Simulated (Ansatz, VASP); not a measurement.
## Two plane-wave programs on Ba16H

```
Ba H
1.0
    10.04000    0.00000    0.00000
     0.00000   10.04000    0.00000
     0.00000    0.00000   10.04000
Ba H
16 1
Direct
  0.00983 0.99381 0.99964
  0.49713 0.01943 0.00013
  0.01002 0.50605 0.99964
  0.99892 0.99697 0.49970
  0.23982 0.24984 0.25633
  0.49705 0.48039 0.00012
  0.50168 0.00357 0.49949
  0.75212 0.25002 0.22963
  0.99902 0.50274 0.49970
  0.25017 0.74985 0.25346
  0.24043 0.24984 0.74347
  0.50158 0.49617 0.49949
  0.74890 0.74979 0.24624
  0.75176 0.25003 0.77014
  0.25045 0.74985 0.74592
  0.74861 0.74978 0.75323
  0.62204 0.24920 0.99736
```

Alike in both runs: functional PBE; k mesh 1 × 1 × 1; occupations fermi-dirac, width 0.15 eV; no spin polarisation.

Ansatz relaxed the structure, and its values are those at the end. VASP's run is a single point on that final structure, the one shown.

|  | VASP | Ansatz |
| --- | --- | --- |
| version | VASP 6.6.1 | Ansatz 0.2.0 |
| potentials or method | VASP PAW PBE potentials, release 64 (Ba_sv, H), cutoff 520 eV | scalar-relativistic, plane waves, PAW |
| valence electrons in the cell | 161 | 161 |

Ansatz gave:

* rms of the force components (eV/Å): 0.019

Task: Estimate VASP's values.

Result: rms of the force components (eV/Å): 0.027.

The functional is the same, so the differences come from potentials, cutoffs and numerics.

Spin-orbit coupling is off throughout.
